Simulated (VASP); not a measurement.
# CoSi2 (P3m1) in VASP: single point with PBEsol

Aim: the single point of CoSi2 with PBEsol.

All numbers are computed with VASP 6.6.1; they aren't measurements. Logs are shortened: lines on timing, memory, paths and dates and some standing lists are left out, and cuts for length are marked.

### 1 The cell of the first run

The structure is trigonal, space group P3m1 (No. 156). Conventional cell: a = 3.757 Å, b = 3.757 Å, c = 9.452 Å, α = 90.00°, β = 90.00°, γ = 120.00°. Co (site symmetry 3m) has 8 Si at 2.30 to 2.55 Å within 3.0 Å. Co (site symmetry 3m) has 8 Si at 2.30 Å within 3.0 Å. Within 3.0 Å of Co (site symmetry 3m) lie 8 Si at 2.30 Å. Si (site symmetry 3m) has 4 Co at 2.30 Å and 6 Si at 2.66 Å within 3.0 Å. Si (site symmetry 3m) has 4 Co at 2.30 to 2.55 Å and 6 Si at 2.66 Å within 3.0 Å. Si (site symmetry 3m) has 4 Co at 2.30 Å and 6 Si at 2.66 to 2.81 Å within 3.0 Å. Within 3.0 Å of Si (site symmetry 3m) lie 4 Co at 2.30 to 2.40 Å and 6 Si at 2.66 to 2.81 Å. Within 3.0 Å of Si (site symmetry 3m) lie 4 Co at 2.30 Å and 6 Si at 2.66 Å.

### 2 Single point, PBEsol (the distance across one plane changed)

File INCAR:

```
SYSTEM = CoSi2
PREC = Accurate ; ENCUT = 520
EDIFF = 1E-6 ; ISMEAR = 0
SIGMA = 0.15 ; LREAL = .FALSE.
LASPH = .TRUE. ; NELM = 80
ALGO = Normal ; ISIF = 2
LWAVE = .FALSE. ; LCHARG = .FALSE.
GGA = PS ; NBANDS = 36
```

File KPOINTS:

```
Automatic mesh
0
G
  14 14 5
  0 0 0
```

File POSCAR:

```
CoSi2
1.0
    2.6562539695     -2.6562539695      0.0000000000
    2.6562539695      0.0000000000     -2.6562539695
    5.4568455062      5.4568455062      5.4568455062
Co Si
3 6
Direct
    1.0000000000      0.0000000000      0.9330009394
    0.3333333333      0.3333333333      0.6084845173
    0.6666666667      0.6666666667      0.2839680952
    0.6666666667      0.6666666667      0.5273554117
    1.0000000000      0.0000000000      0.2028389896
    0.3333333333      0.3333333333      0.8518718338
    0.6666666667      0.6666666667      0.0405807786
    1.0000000000      1.0000000000      0.6896136228
    0.3333333333      0.3333333333      0.3650972007
```

Potentials or basis: VASP PAW PBE potentials, release 64 (Co, Si).

Started as:

```console
cat potpaw_PBE.64/Co/POTCAR potpaw_PBE.64/Si/POTCAR > POTCAR
mpirun -np 1 vasp_std > vasp.out
```

OUTCAR:

```text
SYSTEM = CoSi2
   PREC = Accurate
   ENCUT = 520
   EDIFF = 1E-6
   ISMEAR = 0
   LREAL = .FALSE.
   LASPH = .TRUE.
   NELM = 80
   ISIF = 2
   GGA = PS

 ion  position               nearest neighbor table
   1  0.000  0.000  0.933-   6 2.30   8 2.30   6 2.30   6 2.30   7 2.40   7 2.40   7 2.40   5 2.55

   2  0.333  0.333  0.608-   6 2.30   8 2.30   8 2.30   8 2.30   4 2.30   4 2.30   9 2.30   4 2.30

   3  0.667  0.667  0.284-   4 2.30   9 2.30   9 2.30   5 2.30   7 2.30   9 2.30   5 2.30   5 2.30

   4  0.667  0.667  0.527-   3 2.30   2 2.30   2 2.30   2 2.30   9 2.66   9 2.66   9 2.66   8 2.66
                             8 2.66   8 2.66
   5  0.000  0.000  0.203-   3 2.30   3 2.30   3 2.30   1 2.55   7 2.66   7 2.66   7 2.66   9 2.66
                             9 2.66   9 2.66
   6  0.333  0.333  0.852-   2 2.30   1 2.30   1 2.30   1 2.30   8 2.66   8 2.66   8 2.66   7 2.81
                             7 2.81   7 2.81
   7  0.667  0.667  0.041-   3 2.30   1 2.40   1 2.40   1 2.40   5 2.66   5 2.66   5 2.66   6 2.81
                             6 2.81   6 2.81
   8  0.000  0.000  0.690-   2 2.30   2 2.30   2 2.30   1 2.30   6 2.66   6 2.66   6 2.66   4 2.66
                             4 2.66   4 2.66
   9  0.333  0.333  0.365-   3 2.30   3 2.30   2 2.30   3 2.30   4 2.66   4 2.66   4 2.66   5 2.66
                             5 2.66   5 2.66

  LATTYP: Found a hexagonal cell.
 ALAT       =     3.7565103888
 C/A-ratio  =     2.5160408697

  Lattice vectors:

 A1 = (  -2.6562539695,   0.0000000000,   2.6562539695)
 A2 = (   2.6562539695,  -2.6562539695,   0.0000000000)
 A3 = (   5.4568455062,   5.4568455062,   5.4568455062)

Analysis of symmetry for initial positions (statically):
=====================================================================
 Subroutine PRICEL returns:
 Original cell was already a primitive cell.

 Routine SETGRP: Setting up the symmetry group for a
 hexagonal supercell.

 Subroutine GETGRP returns: Found  6 space group operations
 (whereof  6 operations were pure point group operations)
 out of a pool of 24 trial point group operations.

The static configuration has the point symmetry C_3v.

Analysis of symmetry for dynamics (positions and initial velocities):
=====================================================================
 Subroutine PRICEL returns:
 Original cell was already a primitive cell.

 Routine SETGRP: Setting up the symmetry group for a
 hexagonal supercell.

 Subroutine GETGRP returns: Found  6 space group operations
 (whereof  6 operations were pure point group operations)
 out of a pool of 24 trial point group operations.

The dynamic configuration has the point symmetry C_3v.

 Subroutine INISYM returns: Found  6 space group operations
 (whereof  6 operations are pure point group operations),
 and found     1 'primitive' translations

----------------------------------------------------------------------------------------

                                     Primitive cell

  volume of cell :     115.5054

  direct lattice vectors                    reciprocal lattice vectors
     2.656253969 -2.656253969  0.000000000     0.125490009 -0.250980017  0.125490009
     2.656253969  0.000000000 -2.656253969     0.125490009  0.125490009 -0.250980017
     5.456845506  5.456845506  5.456845506     0.061085353  0.061085353  0.061085353

  length of vectors
     3.756510389  3.756510389  9.451533666     0.307386489  0.307386489  0.105802935

  position of ions in fractional coordinates (direct lattice)
     0.000000000  0.000000000  0.933000939
     0.333333333  0.333333333  0.608484517
     0.666666667  0.666666667  0.283968095
     0.666666667  0.666666667  0.527355412
     0.000000000  0.000000000  0.202838990
     0.333333333  0.333333333  0.851871834
     0.666666667  0.666666667  0.040580779
     0.000000000  0.000000000  0.689613623
     0.333333333  0.333333333  0.365097201

  ion indices of the primitive-cell ions
   primitive index   ion index
                 1           1
                 2           2
                 3           3
                 4           4
                 5           5
                 6           6
                 7           7
                 8           8
                 9           9

----------------------------------------------------------------------------------------

 KPOINTS: Automatic mesh

Automatic generation of k-mesh.
 Grid dimensions read from file:
 generate k-points for:   14   14    5

 Generating k-lattice:

  Cartesian coordinates                     Fractional coordinates (reciprocal lattice)
     0.008963572 -0.017927144  0.008963572     0.071428571  0.000000000  0.000000000
     0.008963572  0.008963572 -0.017927144     0.000000000  0.071428571  0.000000000
     0.012217071  0.012217071  0.012217071     0.000000000  0.000000000  0.200000000

  Length of vectors
     0.021956178  0.021956178  0.021160587

  Shift w.r.t. Gamma in fractional coordinates (k-lattice)
     0.000000000  0.000000000  0.000000000

 Subroutine IBZKPT returns following result:
 ===========================================

 Found    104 irreducible k-points:

 Following reciprocal coordinates:
            Coordinates               Weight
  0.000000  0.000000  0.000000      1.000000
  0.071429  0.000000  0.000000      6.000000
  0.142857  0.000000  0.000000      6.000000
  0.214286  0.000000  0.000000      6.000000
  0.285714  0.000000  0.000000      6.000000
  0.357143  0.000000  0.000000      6.000000
[... 16 lines left out ...]
 -0.428571  0.285714  0.000000      6.000000
 -0.357143  0.285714  0.000000      6.000000
 [... further k-points ...]
   k-points           NKPTS =    104   k-points in BZ     NKDIM =    104   number of bands    NBANDS=     36
   number of dos      NEDOS =    301   number of ions     NIONS =      9
   total plane-waves  NPLWV =  54880
   dimension x,y,z NGX =    28 NGY =   28 NGZ =   70
   dimension x,y,z NGXF=    56 NGYF=   56 NGZF=  140
   ions per type =               3   6
   NGX,Y,Z   is equivalent  to a cutoff of  12.39, 12.39, 12.31 a.u.
   NGXF,Y,Z  is equivalent  to a cutoff of  24.78, 24.78, 24.63 a.u.
 SYSTEM =  CoSi2
   PREC   = accura    normal or accurate (medium, high low for compatibility)
   ISTART =      0    job   : 0-new  1-cont  2-samecut
   ICHARG =      2    charge: 1-file 2-atom 10-const
   ISPIN  =      1    spin polarized calculation?
   LNONCOLLINEAR =      F non collinear calculations
   LSORBIT =      F    spin-orbit coupling
   LASPH  =      T    aspherical Exc in radial PAW
   ENCUT  =  520.0 eV  38.22 Ry    6.18 a.u.   6.98  6.98 17.57*2*pi/ulx,y,z
   NELM   =     80;   NELMIN=  2; NELMDL= -5     # of ELM steps
   EDIFF  = 0.1E-05   stopping-criterion for ELM
   LREAL  =      F    real-space projection
[... 7 lines left out ...]
   TEBEG  =    0.0;   TEEND  =   0.0 temperature during run
   PSTRESS=    0.0 pullay stress
   NELECT =      51.0000    total number of electrons
   NUPDOWN=      -1.0000    fix difference up-down
   EMIN   =  10.00;   EMAX   =-10.00  energy-range for DOS
   EFERMI =   0.00;   METHOD = LEGACY
   ISMEAR =     0;   SIGMA  =   0.15  broadening in eV -4-tet -1-fermi 0-gaus
   EFERMI_NEDOS =   21; number of points for ismear=-14 and -15
   IALGO  =     38    algorithm
   IMIX   =      4    mixing-type and parameters
     AMIX     =   0.40;   BMIX     =  1.00
     AMIX_MAG =   1.60;   BMIX_MAG =  1.00
  volume/ion in A,a.u.               =      12.83        86.61
  Fermi-wavevector in a.u.,A,eV,Ry     =   1.246611  2.355753 21.143974  1.554038
  Thomas-Fermi vector in A             =   2.380780
   LORBIT       =      0    0 simple, 1 ext, 2 COOP (PROOUT), +10 PAW based schemes
   GGA     = PS    functional components
   LHFCALC =     F    Hartree Fock is set to
   AEXX    =    0.0000 exact exchange contribution
   IVDW    =     0    specifies the selected vdW correction
   LEPSILON=     F    determine dielectric tensor
   LRPA    =     F    only Hartree local field effects (RPA)
 non-spin polarized calculation
 Gauss-broadening in eV      SIGMA  =   0.15
  energy-cutoff  :      520.00
  volume of cell :      115.51
 maximum number of plane-waves:      3131
   NGX = 13   NGY = 13   NGZ = 35

 number of electron      51.0000005 magnetization

 Free energy of the ion-electron system (eV)
  ---------------------------------------------------
  ext. energy  EPLUGINS =         0.00000000
  ---------------------------------------------------
  free energy    TOTEN  =       -62.68993111 eV

  energy without entropy =      -62.65365483  energy(sigma->0) =      -62.67179297

 E-fermi :   9.9895     XC(G=0): -11.8432

 val. band max:        9.9860882012   @ k =   0.2143   0.0000   0.2000
 cond. band min:       9.9956430103   @ k =   0.2143   0.0714  -0.0000
 fundamental gap:      0.0095548092
 Fermi energy:         9.9895435600

 k-point     1 :       0.0000    0.0000    0.0000
  band No.  band energies     occupation
      1      -3.1808      2.00000
      2      -1.6948      2.00000
      3      -1.3590      2.00000
      4       2.5638      2.00000
      5       2.7659      2.00000
      6       5.7927      2.00000
[... 28 lines left out ...]
     35      13.6056      0.00000
     36      13.8860      0.00000

 k-point     2 :       0.0714    0.0000    0.0000
  band No.  band energies     occupation
      1      -3.1107      2.00000
      2      -1.6272      2.00000
      3      -1.2925      2.00000
      4       2.6027      2.00000
      5       2.8039      2.00000
      6       5.6929      2.00000
[... 28 lines left out ...]
     35      14.1483      0.00000
     36      14.4307      0.00000

 k-point     3 :       0.1429    0.0000    0.0000
  band No.  band energies     occupation
      1      -2.9013      2.00000
      2      -1.4257      2.00000
      3      -1.0946      2.00000
      4       2.7062      2.00000
      5       2.9054      2.00000
      6       5.2557      2.00000
[... 28 lines left out ...]
     35      14.7533      0.00000
     36      14.9739      0.00000
[... 742 lines left out ...]
 k-point    23 :      -0.4286    0.2857    0.0000
  band No.  band energies     occupation
      1       0.0039      2.00000
      2       1.1766      2.00000
      3       1.3295      2.00000
      4       1.6231      2.00000
      5       1.7367      2.00000
      6       2.3533      2.00000
[... 28 lines left out ...]
     35      15.7767      0.00000
     36      15.8502      0.00000

 k-point    24 :      -0.3571    0.2857    0.0000
  band No.  band energies     occupation
      1       0.7660      2.00000
      2       0.7900      2.00000
      3       1.5410      2.00000
      4       1.5504      2.00000
      5       1.8854      2.00000
      6       1.9173      2.00000
[... 28 lines left out ...]
     35      16.1724      0.00000
     36      16.2683      0.00000

 [... further k-points ...]
[... 5 lines left out ...]
  --------------------------------------------------------------------------------------
  -------------------------------------------------------------------------------------
  Total       -2.6893354     -2.6893354     -2.6893354     -0.9622405     -0.9622405     -0.9622405
  in kB      -37.3038314    -37.3038314    -37.3038314    -13.3472595    -13.3472595    -13.3472595
  external PRESSURE =     -37.3038314 kB  Pullay stress =       0.0000000 kB

 VOLUME and BASIS-vectors are now :
 -----------------------------------------------------------------------------
  energy-cutoff  :      520.00
  volume of cell :      115.51
      direct lattice vectors                 reciprocal lattice vectors
     2.656253969 -2.656253969  0.000000000     0.125490009 -0.250980017  0.125490009
     2.656253969  0.000000000 -2.656253969     0.125490009  0.125490009 -0.250980017
     5.456845506  5.456845506  5.456845506     0.061085353  0.061085353  0.061085353

 POSITION                                       TOTAL-FORCE (eV/Angst)
 -----------------------------------------------------------------------------------
      5.09124      5.09124      5.09124         0.787719      0.787719      0.787719
      5.09124      2.43499      2.43499        -0.033226     -0.033226     -0.033226
      5.09124     -0.22127     -0.22127        -0.225261     -0.225261     -0.225261
      6.41937      1.10686      1.10686        -0.002560     -0.002560     -0.002560
      1.10686      1.10686      1.10686        -0.420586     -0.420586     -0.420586
      6.41937      3.76311      3.76311         0.201853      0.201853      0.201853
      3.76311     -1.54939     -1.54939        -0.500278     -0.500278     -0.500278
      3.76311      3.76311      3.76311         0.130880      0.130880      0.130880
      3.76311      1.10686      1.10686         0.061460      0.061460      0.061460
 -----------------------------------------------------------------------------------
    total drift:                                0.000208      0.000208      0.000208

  FREE ENERGIE OF THE ION-ELECTRON SYSTEM (eV)
  ---------------------------------------------------
  free  energy   TOTEN  =       -62.6899311103 eV

  energy  without entropy=      -62.6536548251  energy(sigma->0) =      -62.67179297
```

Run time: 10 min. Hardware: 1 thread of AMD EPYC 7R13, shared host; peak memory 0.44 GiB.

What came out:

| Item | Value |
| --- | --- |
| Free energy | -62.6899 eV |
| Pressure | -3.7 GPa |
| Largest force | 1.364 eV/Å |
| Band gap on the k mesh | zero (an odd number of electrons rules out a gap without spin polarisation) |

Forces in eV/Å, atoms in the order of the input:
```
Co   0.788  0.788  0.788
Co  -0.033 -0.033 -0.033
Co  -0.225 -0.225 -0.225
Si  -0.003 -0.003 -0.003
Si  -0.421 -0.421 -0.421
Si   0.202  0.202  0.202
Si  -0.500 -0.500 -0.500
Si   0.131  0.131  0.131
Si   0.061  0.061  0.061
```

Levels at points of the mesh, in eV from the Fermi level:
```tsv
k point	band 24	band 25	band 26	band 27	band 28	band 29
(0.00, 0.00, 0.00)	0.64	0.72	2.64	2.71	3.20	3.33
(0.50, 0.00, 0.00)	-0.89	-0.82	-0.65	-0.53	1.46	2.03
```

Caveat: the cell differs from its parent crystal (the distance across one plane changed); the cell stands under tension; the PAW data sets were made with another functional, which shifts forces and pressure a little; the run has no spin polarisation, though such a crystal can be magnetic. Spin polarisation is off, so any magnetic state and its effect on volume and gap are missing.
